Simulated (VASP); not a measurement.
## Ru: single point with BLYP

The system is Ru.

```
Ru
1.0
     2.73115    0.00000    0.00000
    -1.36557    2.36524    0.00000
     0.00000    0.00000    4.28561
Ru
2
Direct
  0.33333 0.66667 0.25000
  0.66667 0.33333 0.75000
```

* Program: VASP 6.6.1
* Task: single point
* Functional: BLYP
* Potentials or basis: VASP PAW PBE potentials, release 64 (Ru_pv)
* Cutoff: 520 eV
* k mesh: 21 × 21 × 12
* Occupations: fermi-dirac, width 0.05 eV
* Spin: collinear spin, ferromagnetic start
* Starting moments: [1.0, 1.0] μB

```yaml
Pressure: 13.0 GPa
Band_gap_on_the_k_mesh: zero (filled and empty bands overlap)
Net_moment: 0.00 μB per cell
Valence_electrons_inside_the_program's_atomic_spheres: Ru 12.68
```

Stress tensor (GPa, compression positive):
```
12.33  0.00  0.00
 0.00 12.33  0.00
 0.00  0.00 14.32
```

Levels at points of the mesh, in eV from the Fermi level:
Spin up:
```csv
k point,band 12,band 13,band 14,band 15,band 16,band 17
"(0.00, 0.00, 0.00)",-1.88,-1.88,-1.45,-1.45,1.12,1.12
"(0.00, 0.00, 0.50)",-2.73,-2.53,-2.53,0.49,0.49,0.49
```
Spin down:
| k point | band 11 | band 12 | band 13 | band 14 | band 15 | band 16 | band 17 | band 18 |
| --- | --- | --- | --- | --- | --- | --- | --- | --- |
| (0.00, 0.00, 0.00) | -2.30 | -1.88 | -1.88 | -1.45 | -1.45 | 1.12 | 1.12 | 1.67 |
| (0.00, 0.00, 0.50) | -2.73 | -2.73 | -2.53 | -2.53 | 0.49 | 0.49 | 0.49 | 0.49 |

Run time: 2.3 min on 1 thread of Intel(R) Xeon(R) 6975P-C (Granite Rapids), on a shared host, peak memory 0.39 GiB.

Caveat: the cell stands under pressure; the PAW data sets were made with another functional, which shifts forces and pressure a little.
